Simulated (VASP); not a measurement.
# In (P6/mmm) in VASP: further runs

In is run at these levels: PBEsol; tasks: single point.

Everything below comes from runs of VASP 6.6.1. Logs are shortened: lines on timing, memory, paths and dates and some standing lists are left out, and cuts for length are marked.

**1. The cell of the first run**

Symmetry: P6/mmm, No. 191, hexagonal system. Conventional cell: a = 3.212 Å, b = 3.212 Å, c = 3.002 Å, α = 90.00°, β = 90.00°, γ = 120.00°. Within 4.0 Å of In (site symmetry 6/mmm) lie 8 In at 3.00 to 3.21 Å.

**2. Single point, PBEsol**

File INCAR:

```
SYSTEM = In
PREC     = Accurate       ! precision mode
ENCUT    = 520            ! plane-wave cutoff, eV
EDIFF    = 1E-7           ! SCF threshold, eV
ISMEAR   = 0              ! smearing method
SIGMA    = 0.1            ! smearing width, eV
LREAL    = .False.        ! projectors in reciprocal space
LASPH    = .True.         ! aspherical terms in the spheres
NELM     = 100            ! most SCF steps
ALGO     = Normal         ! electronic algorithm
ISIF     = 2              ! what is computed and relaxed
LWAVE    = .False.        ! write WAVECAR
LCHARG   = .False.        ! write CHGCAR
GGA      = PS             ! functional
NBANDS   = 12             ! bands
```

File KPOINTS:

```
Automatic mesh
0
Gamma
  6 6 6
  0 0 0
```

File POSCAR:

```
In
1.0
    3.2123895088      0.0000000000      0.0000000000
   -1.6061947544      2.7820109215      0.0000000000
    0.0000000000      0.0000000000      3.0015764473
In
1
Direct
    0.0000000000      0.0000000000      0.0000000000
```

Potentials or basis: VASP PAW PBE potentials, release 64 (In_d).

The run is started by

```sh
$ cat potpaw_PBE.64/In_d/POTCAR > POTCAR
$ mpirun -np 1 vasp_std > vasp.out
```

OUTCAR:

```text
SYSTEM = In
   PREC = Accurate
   ENCUT = 520
   EDIFF = 1E-7
   ISMEAR = 0
   LREAL = .False.
   LASPH = .True.
   NELM = 100
   ISIF = 2
   GGA = PS

 ion  position               nearest neighbor table
   1  0.000  0.000  0.000-

  LATTYP: Found a hexagonal cell.
 ALAT       =     3.2123895088
 C/A-ratio  =     0.9343750000

  Lattice vectors:

 A1 = (   3.2123895088,   0.0000000000,   0.0000000000)
 A2 = (  -1.6061947544,   2.7820109215,   0.0000000000)
 A3 = (   0.0000000000,   0.0000000000,   3.0015764473)

Analysis of symmetry for initial positions (statically):
=====================================================================
 Subroutine PRICEL returns:
 Original cell was already a primitive cell.

 Routine SETGRP: Setting up the symmetry group for a
 hexagonal supercell.

 Subroutine GETGRP returns: Found 24 space group operations
 (whereof 24 operations were pure point group operations)
 out of a pool of 24 trial point group operations.

The static configuration has the point symmetry D_6h.

Analysis of symmetry for dynamics (positions and initial velocities):
=====================================================================
 Subroutine PRICEL returns:
 Original cell was already a primitive cell.

 Routine SETGRP: Setting up the symmetry group for a
 hexagonal supercell.

 Subroutine GETGRP returns: Found 24 space group operations
 (whereof 24 operations were pure point group operations)
 out of a pool of 24 trial point group operations.

The dynamic configuration has the point symmetry D_6h.

 Subroutine INISYM returns: Found 24 space group operations
 (whereof 24 operations are pure point group operations),
 and found     1 'primitive' translations

----------------------------------------------------------------------------------------

                                     Primitive cell

  volume of cell :      26.8248

  direct lattice vectors                    reciprocal lattice vectors
     3.212389509  0.000000000  0.000000000     0.311294753  0.179726110  0.000000000
    -1.606194754  2.782010921  0.000000000     0.000000000  0.359452219  0.000000000
     0.000000000  0.000000000  3.001576447     0.000000000  0.000000000  0.333158265

  length of vectors
     3.212389509  3.212389509  3.001576447     0.359452219  0.359452219  0.333158265

  position of ions in fractional coordinates (direct lattice)
     0.000000000  0.000000000  0.000000000

  ion indices of the primitive-cell ions
   primitive index   ion index
[... 75 lines left out ...]
   EDIFFG = 0.1E-05   stopping-criterion for IOM
   NSW    =      0    number of steps for IOM
   IBRION =     -1    ionic relax: 0-MD 1-quasi-New 2-CG
   NFREE  =      0    steps in history (QN), initial steepest desc. (CG)
   ISIF   =      2    stress and relaxation
   ISYM   =      2    0-nonsym 1-usesym 2-fastsym
   POTIM  = 0.5000    time-step for ionic-motion
   TEBEG  =    0.0;   TEEND  =   0.0 temperature during run
   PSTRESS=    0.0 pullay stress
   NELECT =      13.0000    total number of electrons
   NUPDOWN=      -1.0000    fix difference up-down
   EMIN   =  10.00;   EMAX   =-10.00  energy-range for DOS
   EFERMI =   0.00;   METHOD = LEGACY
   ISMEAR =     0;   SIGMA  =   0.10  broadening in eV -4-tet -1-fermi 0-gaus
   EFERMI_NEDOS =   21; number of points for ismear=-14 and -15
   IALGO  =     38    algorithm
   IMIX   =      4    mixing-type and parameters
     AMIX     =   0.40;   BMIX     =  1.00
     AMIX_MAG =   1.60;   BMIX_MAG =  1.00
  volume/ion in A,a.u.               =      26.82       181.02
  Fermi-wavevector in a.u.,A,eV,Ry     =   1.285910  2.430017 22.498100  1.653564
  Thomas-Fermi vector in A             =   2.418016
   LORBIT       =      0    0 simple, 1 ext, 2 COOP (PROOUT), +10 PAW based schemes
   GGA     = PS    functional components
   LHFCALC =     F    Hartree Fock is set to
   AEXX    =    0.0000 exact exchange contribution
   IVDW    =     0    specifies the selected vdW correction
   LEPSILON=     F    determine dielectric tensor
   LRPA    =     F    only Hartree local field effects (RPA)
 non-spin polarized calculation
 Gauss-broadening in eV      SIGMA  =   0.10
  energy-cutoff  :      520.00
  volume of cell :       26.82
 maximum number of plane-waves:       744
 NGX is ok and might be reduce to    24
   NGX = 11   NGY = 11   NGZ = 11

 number of electron      13.0000004 magnetization

 Free energy of the ion-electron system (eV)
  ---------------------------------------------------
  ext. energy  EPLUGINS =         0.00000000
  ---------------------------------------------------
  free energy    TOTEN  =        -2.91651565 eV

  energy without entropy =       -2.91407198  energy(sigma->0) =       -2.91529382

 E-fermi :   6.9697     XC(G=0): -10.2510

 val. band max:        6.8938812819   @ k =   0.3333   0.1667   0.5000
 cond. band min:       7.0195015428   @ k =   0.5000   0.0000   0.5000
 fundamental gap:      0.1256202609
 Fermi energy:         6.9697479919

 k-point     1 :       0.0000    0.0000    0.0000
  band No.  band energies     occupation
      1      -7.9651      2.00000
      2      -7.6033      2.00000
      3      -7.6033      2.00000
      4      -7.2067      2.00000
      5      -7.2067      2.00000
      6      -2.4360      2.00000
      7      14.4541      0.00000
      8      16.4180      0.00000
      9      16.4180      0.00000
     10      17.8834      0.00000
     11      18.6481      0.00000
     12      20.5773      0.00000
[... 331 lines left out ...]
 k-point    24 :       0.3333   -0.0000    0.5000
  band No.  band energies     occupation
      1      -7.6842      2.00000
      2      -7.6609      2.00000
      3      -7.4798      2.00000
      4      -7.2839      2.00000
      5      -7.1113      2.00000
      6       3.5844      2.00000
      7       5.5863      2.00000
      8      10.7170      0.00000
      9      13.5515      0.00000
     10      16.0991      0.00000
     11      18.6817      0.00000
     12      20.0744      0.00000

 [... further k-points ...]
[... 5 lines left out ...]
  --------------------------------------------------------------------------------------
  -------------------------------------------------------------------------------------
  Total       -0.3557663     -0.3557663      0.3097868      0.0000000      0.0000000      0.0000000
  in kB      -21.2490247    -21.2490247     18.5027808      0.0000000      0.0000000      0.0000000
  external PRESSURE =      -7.9984229 kB  Pullay stress =       0.0000000 kB

 VOLUME and BASIS-vectors are now :
 -----------------------------------------------------------------------------
  energy-cutoff  :      520.00
  volume of cell :       26.82
      direct lattice vectors                 reciprocal lattice vectors
     3.212389509  0.000000000  0.000000000     0.311294753  0.179726110  0.000000000
    -1.606194754  2.782010921  0.000000000     0.000000000  0.359452219  0.000000000
     0.000000000  0.000000000  3.001576447     0.000000000  0.000000000  0.333158265

 POSITION                                       TOTAL-FORCE (eV/Angst)
 -----------------------------------------------------------------------------------
      0.00000      0.00000      0.00000         0.000000      0.000000      0.000000
 -----------------------------------------------------------------------------------
    total drift:                                0.000000      0.000000      0.000000

  FREE ENERGIE OF THE ION-ELECTRON SYSTEM (eV)
  ---------------------------------------------------
  free  energy   TOTEN  =        -2.9165156521 eV

  energy  without entropy=       -2.9140719843  energy(sigma->0) =       -2.91529382
```

Run time: 5 s. Hardware: 1 thread of Intel Xeon Platinum 8259CL at 2.50GHz (Skylake/Cascade Lake), shared host; peak memory 0.14 GiB.

What came out:

```yaml
Free_energy: -2.9165 eV
Pressure: -0.8 GPa
```

Caveat: the k points lie up to 0.38 Å⁻¹ apart; the PAW data sets were made with another functional, which shifts forces and pressure a little; spin-orbit coupling is left out, which moves the levels of the heavy elements.

**3. Single point, PBEsol**

This run uses another cell than the first one, of 26.31 Å³/atom, 0.981 times its volume.

File INCAR:

```
  PREC = Accurate
  ENCUT = 520
  EDIFF = 1E-7
  ISMEAR = 0
  SIGMA = 0.1
  LREAL = F
  LASPH = T
  NELM = 100
  ALGO = Normal
  ISIF = 2
  LWAVE = F
  LCHARG = F
  GGA = PS
  NBANDS = 12
```

File KPOINTS:

```
regular mesh
0
Gamma
  21 21 18
```

File POSCAR:

```
In
1.0
    3.1716611637      0.0000000000      0.0000000000
   -1.5858305818      2.7467391400      0.0000000000
    0.0000000000      0.0000000000      3.0198208667
In
1
Direct
    0.0000000000      0.0000000000      0.0000000000
```

Potentials or basis: VASP PAW PBE potentials, release 64 (In_d).

The run is started by

```sh
$ cat potpaw_PBE.64/In_d/POTCAR > POTCAR
$ mpirun -np 1 vasp_std > vasp.out
```

Wall time 54 s (1 thread of Intel Xeon Platinum 8259CL at 2.50GHz (Skylake/Cascade Lake), shared host); peak memory 0.25 GiB.

The run converged. Its results:

| Quantity | Value |
| --- | --- |
| Free energy | -2.9368 eV |
| Pressure | 0.0 GPa |

Levels at points of the mesh, in eV from the Fermi level:
```
           k point  band 5  band 6  band 7  band 8  band 9  band 10
(0.00, 0.00, 0.00)  -14.18   -9.53    7.16    9.90    9.90    10.67
(0.00, 0.00, 0.50)  -14.39   -5.75   -3.76   13.56   13.56    14.22
```

Caveat: the PAW data sets were made with another functional, which shifts forces and pressure a little; spin-orbit coupling is left out, which moves the levels of the heavy elements.
